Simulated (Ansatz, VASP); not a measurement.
Te: VASP beside Ansatz

POSCAR

```
Te
1.0
    2.2687058324      1.3098379230      1.7468592613
   -2.2687058324      1.3098379230      1.7468592613
    0.0000000000     -2.6196758460      1.7468592614
Te
1
Direct
    0.5000000000      0.5000000000      0.5000000000
```

The input INCAR.step1:

```
  ALGO = Normal
  EDIFF = 1E-4
  ENCUT = 520
  GGA = PE
  ISMEAR = 0
  LASPH = T
  LCHARG = F
  LREAL = F
  LWAVE = T
  NBANDS = 9
  NELM = 80
  PREC = Accurate
  SIGMA = 0.15
```

File INCAR.step2:

```
  ALGO = Normal
  EDIFF = 1E-7
  ENCUT = 520
  ISIF = 2
  ISMEAR = 0
  ISTART = 1
  LASPH = T
  LCHARG = T
  LELF = T
  LMIXTAU = T
  LREAL = F
  LVHAR = T
  LWAVE = F
  METAGGA = R2SCAN
  NBANDS = 9
  NELM = 80
  PREC = Accurate
  SIGMA = 0.15
```

Contents of KPOINTS:

```
k-points
0
Gamma
  18 18 18
```

Input for Ansatz:

```yaml
crystal:
  lattice:
    - [2.2687058324, 1.309837923, 1.7468592613]
    - [-2.2687058324, 1.309837923, 1.7468592613]
    - [0.0, -2.619675846, 1.7468592614]
  atoms:
    - { symbol: Te, position: [0.5, 0.5, 0.5] }
basis:
  ecutwfc: 500
kpoints:
  mp_grid: { grid: [18, 18, 18] }
hamiltonian:
  xc: r2scan
scf:
  occupations: { method: gaussian, width: 0.15 }
output:
  forces: true
  stress: true
  eigenvalues: true
```

Alike in both runs: task single point; functional r2SCAN; k mesh 18 × 18 × 18; occupations gaussian, width 0.15 eV; no spin polarisation.

|  | VASP | Ansatz |
| --- | --- | --- |
| version | VASP 6.6.1 | Ansatz 0.2.0 |
| potentials or method | VASP PAW PBE potentials, release 64 (Te), cutoff 520 eV | scalar-relativistic, plane waves, PAW |
| valence electrons in the cell | 6 | 16 |

|  | VASP | Ansatz | Ansatz less VASP |
| --- | --- | --- | --- |
| gap on the k mesh at the Fermi level (eV) | none | none | - |
| pressure (GPa) | 2.2 | 2.2 | +0.03 |

VASP's potentials were made for PBE, not for r2SCAN. A gap of «none» marks a metal or a gap that the smearing closes. The functional is the same, so the differences come from potentials, cutoffs and numerics. VASP's potentials hold 6 valence electrons a cell and Ansatz's 16, so a difference there can come from the potentials and not from the codes.

Spin-orbit coupling is off throughout.
